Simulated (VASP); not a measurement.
Write the native input for VASP 6.6.1 that does the following.

- Task: single point
- Functional: LDA
- Potentials or basis: VASP PAW LDA potentials, release 64 (Ni)
- Cutoff: 520 eV
- k mesh: 15 × 15 × 1
- Occupations: fermi-dirac, width 0.1 eV
- Spin: collinear spin, ferromagnetic start
- Starting moments: [1.0, 1.0, 1.0, 1.0, 1.0] μB
- Dipole correction: yes
- Further INCAR settings: ALGO = Normal; EDIFF = 1e-07; NBANDS = 37

The structure of Ni lies in POSCAR:

```
Ni
1.0
    2.4218354203      0.0000000000      0.0000000000
   -1.2109177101      2.0973709977      0.0000000000
    0.0000000000      0.0000000000     23.9097000000
Ni
5
Direct
    0.3333333335      0.1666666665      0.3345926262
    0.6666666665      0.8333333335      0.4172963129
    0.9999999995      0.5000000005      0.4999999996
    0.3333333335      0.1666666665      0.5827036871
    0.6666666665      0.8333333335      0.6654073738
```

The input as run:

INCAR

```
SYSTEM = Ni
PREC = Accurate
ENCUT = 520
EDIFF = 1E-7
ISMEAR = -1
SIGMA = 0.1
LREAL = .False.
LASPH = .True.
NELM = 150
ALGO = Normal
ISIF = 2
LWAVE = .False.
LCHARG = .True.
ISPIN = 2
MAGMOM = 1 1 1 1 1
LORBIT = 11
LMAXMIX = 4
LDIPOL = .True.
IDIPOL = 3
DIPOL = 0.5 0.5 0.500
LELF = .True.
LVHAR = .True.
LVACPOTAV = .True.
NBANDS = 37
```

KPOINTS

```
Automatic mesh
0
Gamma
  15 15 1
  0 0 0
```

Potentials or basis: VASP PAW LDA potentials, release 64 (Ni).

Run with:

```console
$ cat potpaw_LDA.64/Ni/POTCAR > POTCAR
$ mpirun -np 1 vasp_std > vasp.out
```

Results of the run:

* Largest force: 0.164 eV/Å
* Net moment: 2.98 μB per cell
* Site moments: Ni +0.60, +0.61, +0.57 (each value once) μB
* Valence electrons inside the program's atomic spheres: Ni 9.30, 9.46, 9.47 (each value once)

Run time: 7.4 min on 1 thread of Intel(R) Xeon(R) Platinum 8124M CPU @ 3.00GHz (Skylake/Cascade Lake) (shared host), peak memory 0.31 GiB.
